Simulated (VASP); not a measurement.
# CaO (Lime) (Fm-3m) in VASP: settings compared

Aim: see how the results for CaO (Lime) move with the level of theory and the settings. Levels: PBE, HSE06. Tasks: single point.

Everything below comes from runs of VASP 6.6.1. Logs are shortened: lines on timing, memory, paths and dates and some standing lists are left out, and cuts for length are marked.

## Step 1: The cell of the first run

Symmetry: Fm-3m, No. 225, cubic system. Conventional cell: a = 4.795 Å, b = 4.795 Å, c = 4.795 Å, α = 90.00°, β = 90.00°, γ = 90.00°. Ca (site symmetry m-3m) has 6 O at 2.40 Å within 3.2 Å. O (site symmetry m-3m) has 6 Ca at 2.40 Å within 3.2 Å.

## Step 2: Single point, PBE

The input, INCAR:

```
PREC = Accurate
ENCUT = 520
EDIFF = 1E-6
ISMEAR = 0
SIGMA = 0.01
LREAL = False
LASPH = True
NELM = 60
ALGO = Normal
ISIF = 2
LWAVE = False
LCHARG = True
GGA = PE
LELF = True
LVHAR = True
NBANDS = 15
```

The input, KPOINTS:

```
Automatic mesh
0
Gamma
  8 8 8
```

The input, POSCAR:

```
CaO
1.0
    0.0000000000      2.3975473891      2.3975473891
    2.3975473891      0.0000000000      2.3975473891
    2.3975473891      2.3975473891      0.0000000000
Ca O
1 1
Direct
    0.0000000000      0.0000000000      0.0000000000
    0.5000000000      0.5000000000      0.5000000000
```

Potentials or basis: VASP PAW PBE potentials, release 64 (Ca_sv, O).

Command:

```bash
cat potpaw_PBE.64/Ca_sv/POTCAR potpaw_PBE.64/O/POTCAR > POTCAR
mpirun -np 1 vasp_std > vasp.out
```

OUTCAR:

```text
PREC = Accurate
   ENCUT = 520
   EDIFF = 1E-6
   ISMEAR = 0
   LREAL = False
   LASPH = True
   NELM = 60
   ISIF = 2
   GGA = PE

 ion  position               nearest neighbor table
   1  0.000  0.000  0.000-   2 2.40   2 2.40   2 2.40   2 2.40   2 2.40   2 2.40
   2  0.500  0.500  0.500-   1 2.40   1 2.40   1 2.40   1 2.40   1 2.40   1 2.40

  LATTYP: Found a face centered cubic cell.
 ALAT       =     4.7950947782

  Lattice vectors:

 A1 = (   0.0000000000,   2.3975473891,   2.3975473891)
 A2 = (   2.3975473891,   0.0000000000,   2.3975473891)
 A3 = (   2.3975473891,   2.3975473891,   0.0000000000)

Analysis of symmetry for initial positions (statically):
=====================================================================
 Subroutine PRICEL returns:
 Original cell was already a primitive cell.

 Routine SETGRP: Setting up the symmetry group for a
 face centered cubic supercell.

 Subroutine GETGRP returns: Found 48 space group operations
 (whereof 48 operations were pure point group operations)
 out of a pool of 48 trial point group operations.

The static configuration has the point symmetry O_h .

Analysis of symmetry for dynamics (positions and initial velocities):
=====================================================================
 Subroutine PRICEL returns:
 Original cell was already a primitive cell.

 Routine SETGRP: Setting up the symmetry group for a
 face centered cubic supercell.

 Subroutine GETGRP returns: Found 48 space group operations
 (whereof 48 operations were pure point group operations)
 out of a pool of 48 trial point group operations.

The dynamic configuration has the point symmetry O_h .

 Subroutine INISYM returns: Found 48 space group operations
 (whereof 48 operations are pure point group operations),
 and found     1 'primitive' translations

----------------------------------------------------------------------------------------

                                     Primitive cell

  volume of cell :      27.5633

  direct lattice vectors                    reciprocal lattice vectors
     0.000000000  2.397547389  2.397547389    -0.208546451  0.208546451  0.208546451
     2.397547389  0.000000000  2.397547389     0.208546451 -0.208546451  0.208546451
     2.397547389  2.397547389  0.000000000     0.208546451  0.208546451 -0.208546451

  length of vectors
     3.390644034  3.390644034  3.390644034     0.361213050  0.361213050  0.361213050

  position of ions in fractional coordinates (direct lattice)
     0.000000000  0.000000000  0.000000000
     0.500000000  0.500000000  0.500000000

  ion indices of the primitive-cell ions
   primitive index   ion index
                 1           1
                 2           2

----------------------------------------------------------------------------------------

 KPOINTS: Automatic mesh

Automatic generation of k-mesh.
 Grid dimensions read from file:
 generate k-points for:    8    8    8

 Generating k-lattice:

  Cartesian coordinates                     Fractional coordinates (reciprocal lattice)
    -0.026068306  0.026068306  0.026068306     0.125000000  0.000000000  0.000000000
     0.026068306 -0.026068306  0.026068306     0.000000000  0.125000000  0.000000000
     0.026068306  0.026068306 -0.026068306     0.000000000  0.000000000  0.125000000

  Length of vectors
     0.045151631  0.045151631  0.045151631

  Shift w.r.t. Gamma in fractional coordinates (k-lattice)
     0.000000000  0.000000000  0.000000000

 Subroutine IBZKPT returns following result:
 ===========================================

 Found     29 irreducible k-points:

 Following reciprocal coordinates:
            Coordinates               Weight
  0.000000  0.000000  0.000000      1.000000
  0.125000  0.000000  0.000000      8.000000
  0.250000  0.000000  0.000000      8.000000
  0.375000  0.000000  0.000000      8.000000
  0.500000  0.000000  0.000000      4.000000
  0.125000  0.125000  0.000000      6.000000
[... 16 lines left out ...]
  0.500000  0.250000  0.125000     48.000000
 -0.375000  0.250000  0.125000     24.000000
 [... further k-points ...]
   k-points           NKPTS =     29   k-points in BZ     NKDIM =     29   number of bands    NBANDS=     15
   number of dos      NEDOS =    301   number of ions     NIONS =      2
   total plane-waves  NPLWV =  21952
   dimension x,y,z NGX =    28 NGY =   28 NGZ =   28
   dimension x,y,z NGXF=    56 NGYF=   56 NGZF=   56
   ions per type =               1   1
   NGX,Y,Z   is equivalent  to a cutoff of  13.73, 13.73, 13.73 a.u.
   NGXF,Y,Z  is equivalent  to a cutoff of  27.46, 27.46, 27.46 a.u.
 SYSTEM =  unknown system
   PREC   = accura    normal or accurate (medium, high low for compatibility)
   ISTART =      0    job   : 0-new  1-cont  2-samecut
   ICHARG =      2    charge: 1-file 2-atom 10-const
   ISPIN  =      1    spin polarized calculation?
   LNONCOLLINEAR =      F non collinear calculations
   LSORBIT =      F    spin-orbit coupling
   LASPH  =      T    aspherical Exc in radial PAW
   ENCUT  =  520.0 eV  38.22 Ry    6.18 a.u.   6.30  6.30  6.30*2*pi/ulx,y,z
   NELM   =     60;   NELMIN=  2; NELMDL= -5     # of ELM steps
   EDIFF  = 0.1E-05   stopping-criterion for ELM
   LREAL  =      F    real-space projection
   EDIFFG = 0.1E-04   stopping-criterion for IOM
   NSW    =      0    number of steps for IOM
   IBRION =     -1    ionic relax: 0-MD 1-quasi-New 2-CG
   NFREE  =      0    steps in history (QN), initial steepest desc. (CG)
   ISIF   =      2    stress and relaxation
   ISYM   =      2    0-nonsym 1-usesym 2-fastsym
   POTIM  = 0.5000    time-step for ionic-motion
   TEBEG  =    0.0;   TEEND  =   0.0 temperature during run
   PSTRESS=    0.0 pullay stress
   NELECT =      16.0000    total number of electrons
   NUPDOWN=      -1.0000    fix difference up-down
   EMIN   =  10.00;   EMAX   =-10.00  energy-range for DOS
   EFERMI =   0.00;   METHOD = LEGACY
   ISMEAR =     0;   SIGMA  =   0.01  broadening in eV -4-tet -1-fermi 0-gaus
   EFERMI_NEDOS =   21; number of points for ismear=-14 and -15
   IALGO  =     38    algorithm
   IMIX   =      4    mixing-type and parameters
     AMIX     =   0.40;   BMIX     =  1.00
     AMIX_MAG =   1.60;   BMIX_MAG =  1.00
  volume/ion in A,a.u.               =      13.78        93.00
  Fermi-wavevector in a.u.,A,eV,Ry     =   1.365644  2.580694 25.374656  1.864985
  Thomas-Fermi vector in A             =   2.491855
   LORBIT       =      0    0 simple, 1 ext, 2 COOP (PROOUT), +10 PAW based schemes
   GGA     = PE    functional components
   LHFCALC =     F    Hartree Fock is set to
   AEXX    =    0.0000 exact exchange contribution
   IVDW    =     0    specifies the selected vdW correction
   LEPSILON=     F    determine dielectric tensor
   LRPA    =     F    only Hartree local field effects (RPA)
 non-spin polarized calculation
 Gauss-broadening in eV      SIGMA  =   0.01
  energy-cutoff  :      520.00
  volume of cell :       27.56
 maximum number of plane-waves:       754
 NGX is ok and might be reduce to    28
   NGX = 13   NGY = 13   NGZ = 13

 number of electron      15.9999997 magnetization

 Free energy of the ion-electron system (eV)
  ---------------------------------------------------
  ext. energy  EPLUGINS =         0.00000000
  ---------------------------------------------------
  free energy    TOTEN  =       -12.79770393 eV

  energy without entropy =      -12.79770393  energy(sigma->0) =      -12.79770393

 E-fermi :   2.4604     XC(G=0): -10.5098

 val. band max:        2.3904608012   @ k =   0.0000   0.0000   0.0000
 cond. band min:       6.0236031882   @ k =   0.5000   0.5000   0.0000
 fundamental gap:      3.6331423870
 Fermi energy:         2.4603838776

 k-point     1 :       0.0000    0.0000    0.0000
  band No.  band energies     occupation
      1     -35.2180      2.00000
      2     -15.9767      2.00000
      3     -15.9767      2.00000
      4     -15.9767      2.00000
      5     -13.1555      2.00000
      6       2.3905      2.00000
      7       2.3905      2.00000
      8       2.3905      2.00000
      9       7.1611      0.00000
     10       8.6330      0.00000
     11       8.6330      0.00000
     12       8.6330      0.00000
     13      10.1490      0.00000
     14      10.1490      0.00000
     15      17.5070      0.00000

 k-point     2 :       0.1250    0.0000    0.0000
  band No.  band energies     occupation
      1     -35.2026      2.00000
      2     -16.1958      2.00000
      3     -15.9848      2.00000
      4     -15.9848      2.00000
      5     -12.9263      2.00000
      6       1.8539      2.00000
      7       2.1771      2.00000
      8       2.1771      2.00000
      9       7.8456      0.00000
     10       8.5946      0.00000
     11       8.8996      0.00000
     12       8.8996      0.00000
     13      10.5209      0.00000
     14      10.5209      0.00000
     15      18.0915      0.00000

 k-point     3 :       0.2500    0.0000    0.0000
  band No.  band energies     occupation
      1     -35.1651      2.00000
      2     -16.6307      2.00000
      3     -16.0043      2.00000
      4     -16.0043      2.00000
      5     -12.4648      2.00000
      6       0.8479      2.00000
      7       1.7207      2.00000
      8       1.7207      2.00000
      9       8.6673      0.00000
     10       9.3076      0.00000
     11       9.5990      0.00000
     12       9.5990      0.00000
     13      11.4152      0.00000
     14      11.4152      0.00000
     15      18.4053      0.00000
[... 343 lines left out ...]
 k-point    23 :       0.5000    0.2500    0.1250
  band No.  band energies     occupation
      1     -35.1079      2.00000
      2     -16.8265      2.00000
      3     -16.2058      2.00000
      4     -16.0791      2.00000
      5     -12.2735      2.00000
      6       0.3802      2.00000
      7       1.3102      2.00000
      8       1.5438      2.00000
      9       8.2865      0.00000
     10       9.9248      0.00000
     11      10.8945      0.00000
     12      11.0032      0.00000
     13      12.3630      0.00000
     14      13.5625      0.00000
     15      17.2610      0.00000

 k-point    24 :      -0.3750    0.2500    0.1250
  band No.  band energies     occupation
      1     -35.0954      2.00000
      2     -16.8898      2.00000
      3     -16.2213      2.00000
      4     -16.1050      2.00000
      5     -12.2173      2.00000
      6       0.3286      2.00000
      7       1.2555      2.00000
      8       1.3242      2.00000
      9       9.1667      0.00000
     10       9.2472      0.00000
     11      11.1878      0.00000
     12      11.3824      0.00000
     13      12.6544      0.00000
     14      14.3778      0.00000
     15      16.3165      0.00000

 [... further k-points ...]

------------------------ aborting loop because EDIFF is reached ----------------------------------------

  FORCE on cell =-STRESS in cart. coord.  units (eV):
  Direction    XX          YY          ZZ          XY          YZ          ZX
  --------------------------------------------------------------------------------------
  -------------------------------------------------------------------------------------
  Total        0.5258014      0.5258014      0.5258014      0.0000000      0.0000000     -0.0000000
  in kB       30.5633323     30.5633323     30.5633323      0.0000000      0.0000000     -0.0000000
  external PRESSURE =      30.5633323 kB  Pullay stress =       0.0000000 kB

 VOLUME and BASIS-vectors are now :
 -----------------------------------------------------------------------------
  energy-cutoff  :      520.00
  volume of cell :       27.56
      direct lattice vectors                 reciprocal lattice vectors
     0.000000000  2.397547389  2.397547389    -0.208546451  0.208546451  0.208546451
     2.397547389  0.000000000  2.397547389     0.208546451 -0.208546451  0.208546451
     2.397547389  2.397547389  0.000000000     0.208546451  0.208546451 -0.208546451

 POSITION                                       TOTAL-FORCE (eV/Angst)
 -----------------------------------------------------------------------------------
      0.00000      0.00000      0.00000         0.000000      0.000000      0.000000
      2.39755      2.39755      2.39755        -0.000000      0.000000     -0.000000
 -----------------------------------------------------------------------------------
    total drift:                                0.000000      0.000000      0.000000

  FREE ENERGIE OF THE ION-ELECTRON SYSTEM (eV)
  ---------------------------------------------------
  free  energy   TOTEN  =       -12.7977039254 eV

  energy  without entropy=      -12.7977039254  energy(sigma->0) =      -12.79770393
```

It took 8.9 s on 1 thread of Intel Xeon Platinum 8488C (Sapphire Rapids), shared host; peak memory 0.16 GiB.

What came out:

```
Free energy            : -12.7977 eV
Pressure               : 3.1 GPa
Band gap on the k mesh : 3.63 eV, indirect (least direct gap 4.01 eV)
```

## Step 3: Single point, HSE06

POSCAR is that of step 2.

The input, INCAR.step1:

```
PREC = Accurate ; ENCUT = 520
EDIFF = 1E-5 ; ISMEAR = 0
SIGMA = 0.01 ; LREAL = F
LASPH = T ; NELM = 60
ALGO = Normal ; ISIF = 2
LWAVE = T ; LCHARG = F
NBANDS = 15 ; GGA = PE
```

The input, INCAR.step2:

```
PREC = Accurate ; ENCUT = 520
EDIFF = 1E-6 ; ISMEAR = 0
SIGMA = 0.01 ; LREAL = F
LASPH = T ; NELM = 60
ALGO = Normal ; ISIF = 2
LWAVE = F ; LCHARG = F
GGA = PE ; LHFCALC = T
HFSCREEN = 0.2079 ; PRECFOCK = Normal
NBANDS = 15 ; ISTART = 1
```

The input, KPOINTS:

```
regular mesh
0
Gamma
  4 4 4
```

Potentials or basis: VASP PAW PBE potentials, release 64 (Ca_sv, O).

Command:

```bash
cat potpaw_PBE.64/Ca_sv/POTCAR potpaw_PBE.64/O/POTCAR > POTCAR
cp INCAR.step1 INCAR
mpirun -np 1 vasp_std > vasp.out
cp INCAR.step2 INCAR
mpirun -np 1 vasp_std > vasp.out
```

OUTCAR:

```text
PREC = Accurate
   ENCUT = 520
   EDIFF = 1E-6
   ISMEAR = 0
   LREAL = F
   LASPH = T
   NELM = 60
   ISIF = 2
   GGA = PE
   LHFCALC = T
   HFSCREEN = 0.2079
   PRECFOCK = Normal
   ISTART = 1

 ion  position               nearest neighbor table
   1  0.000  0.000  0.000-   2 2.40   2 2.40   2 2.40   2 2.40   2 2.40   2 2.40
   2  0.500  0.500  0.500-   1 2.40   1 2.40   1 2.40   1 2.40   1 2.40   1 2.40

[... 324 lines left out ...]
     15      17.7663      0.00000

------------------------ aborting loop because EDIFF is reached ----------------------------------------

  FORCE on cell =-STRESS in cart. coord.  units (eV):
  Direction    XX          YY          ZZ          XY          YZ          ZX
  --------------------------------------------------------------------------------------
  -------------------------------------------------------------------------------------
  Total        0.1665887      0.1665887      0.1665887     -0.0000000     -0.0000000      0.0000000
  in kB        9.6833255      9.6833255      9.6833255     -0.0000000     -0.0000000      0.0000000
  external PRESSURE =       9.6833255 kB  Pullay stress =       0.0000000 kB

 VOLUME and BASIS-vectors are now :
 -----------------------------------------------------------------------------
  energy-cutoff  :      520.00
  volume of cell :       27.56
      direct lattice vectors                 reciprocal lattice vectors
     0.000000000  2.397547389  2.397547389    -0.208546451  0.208546451  0.208546451
     2.397547389  0.000000000  2.397547389     0.208546451 -0.208546451  0.208546451
     2.397547389  2.397547389  0.000000000     0.208546451  0.208546451 -0.208546451

 POSITION                                       TOTAL-FORCE (eV/Angst)
 -----------------------------------------------------------------------------------
      0.00000      0.00000      0.00000        -0.000000     -0.000000     -0.000000
      2.39755      2.39755      2.39755         0.000000      0.000000      0.000000
 -----------------------------------------------------------------------------------
    total drift:                                0.000000      0.000000      0.000000

  FREE ENERGIE OF THE ION-ELECTRON SYSTEM (eV)
  ---------------------------------------------------
  free  energy   TOTEN  =       -14.8750693305 eV

  energy  without entropy=      -14.8750693305  energy(sigma->0) =      -14.87506933
```

OUTCAR.step1:

```text
PREC = Accurate
   ENCUT = 520
   EDIFF = 1E-5
   ISMEAR = 0
   LREAL = F
   LASPH = T
[... 346 lines left out ...]
 -----------------------------------------------------------------------------------
      0.00000      0.00000      0.00000        -0.000000     -0.000000     -0.000000
      2.39755      2.39755      2.39755         0.000000      0.000000      0.000000
 -----------------------------------------------------------------------------------
    total drift:                                0.000000      0.000000      0.000000

  FREE ENERGIE OF THE ION-ELECTRON SYSTEM (eV)
  ---------------------------------------------------
  free  energy   TOTEN  =       -12.7934168012 eV

  energy  without entropy=      -12.7934168012  energy(sigma->0) =      -12.79341680
```

OSZICAR.step1:

```text
N       E                     dE             d eps       ncg     rms          rms(c)
DAV:   1     0.119804646159E+03    0.11980E+03   -0.84823E+03   240   0.109E+03
DAV:   2    -0.985085588567E+01   -0.12966E+03   -0.12221E+03   303   0.277E+02
DAV:   3    -0.144033461464E+02   -0.45525E+01   -0.45258E+01   282   0.555E+01
DAV:   4    -0.145078674048E+02   -0.10452E+00   -0.10450E+00   329   0.796E+00
DAV:   5    -0.145097903975E+02   -0.19230E-02   -0.19227E-02   268   0.972E-01    0.857E+00
DAV:   6    -0.128651936137E+02    0.16446E+01   -0.50291E+00   255   0.217E+01    0.352E+00
DAV:   7    -0.127971083783E+02    0.68085E-01   -0.40817E-01   275   0.653E+00    0.181E+00
DAV:   8    -0.127948169720E+02    0.22914E-02   -0.77754E-02   303   0.298E+00    0.467E-01
DAV:   9    -0.127928143918E+02    0.20026E-02   -0.50904E-03   254   0.614E-01    0.110E-01
DAV:  10    -0.127934368584E+02   -0.62247E-03   -0.69437E-04   289   0.237E-01    0.383E-02
DAV:  11    -0.127934174988E+02    0.19360E-04   -0.49388E-05   318   0.795E-02    0.625E-03
DAV:  12    -0.127934168012E+02    0.69763E-06   -0.59150E-06   206   0.227E-02
   1 F= -.12793417E+02 E0= -.12793417E+02  d E =-.191768E-20
```

Wall time 2.8 min (1 thread of Intel Xeon Platinum 8488C (Sapphire Rapids), shared host); peak memory 0.26 GiB.

Results:

* Free energy: -14.8751 eV
* Pressure: 1.0 GPa
* Band gap on the k mesh: 5.29 eV, indirect (least direct gap 5.72 eV)

Levels at points of the mesh, in eV from the valence-band top:
```tsv
k point	band 4	band 5	band 6	band 7	band 8	band 9	band 10	band 11	band 12	band 13
(0.00, 0.00, 0.00)	-19.45	-17.05	0.00	0.00	0.00	6.29	8.21	8.21	8.21	9.85
(0.50, 0.00, 0.00)	-19.50	-15.61	-2.83	-1.27	-1.27	9.07	10.12	10.64	10.64	12.91
(0.50, 0.50, 0.00)	-19.69	-16.79	-1.44	-0.42	-0.42	5.29	10.20	11.18	11.98	11.98
```

Caveat: the k points lie up to 0.57 Å⁻¹ apart; the PAW data sets were made with another functional, which shifts forces and pressure a little.
